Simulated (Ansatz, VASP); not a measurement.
# SnO in VASP and in Ansatz

```
Sn O
1.0
     3.80200   -0.07604    0.00000
    -0.07604    3.80200    0.00000
     0.00000    0.00000    4.83600
Sn O
2 2
Direct
  0.00000 0.50000 0.23850
  0.50000 0.00000 0.76150
  0.00000 0.00000 0.00000
  0.50000 0.50000 0.00000
```

Change from the starting cell: strain -0.0400 x Voigt [0, 0, 0, 0, 0, 1], atoms carried along.

Alike in both runs: task single point; functional PBE; k mesh 12 × 12 × 10; occupations gaussian, width 0.15 eV; no spin polarisation.

```csv
,VASP,Ansatz
version,VASP 6.6.1,Ansatz 0.2.0
potentials or method,"VASP PAW PBE potentials, release 64 (Sn_d, O), cutoff 520 eV","scalar-relativistic, plane waves, PAW"
valence electrons in the cell,40,40
```

```csv
,VASP,Ansatz,Ansatz less VASP
gap on the k mesh at the Fermi level (eV),none,none,-
pressure (GPa),4.5,4.3,-0.25
"traceless stress, the component that is largest in VASP (GPa)",3.34,3.35,+0.013
rms of the force components (eV/Å),0.180,0.145,-0.0352
```

Atom by atom the forces differ by 0.035 eV/Å (rms over components). A gap of «none» marks a metal or a gap that the smearing closes.
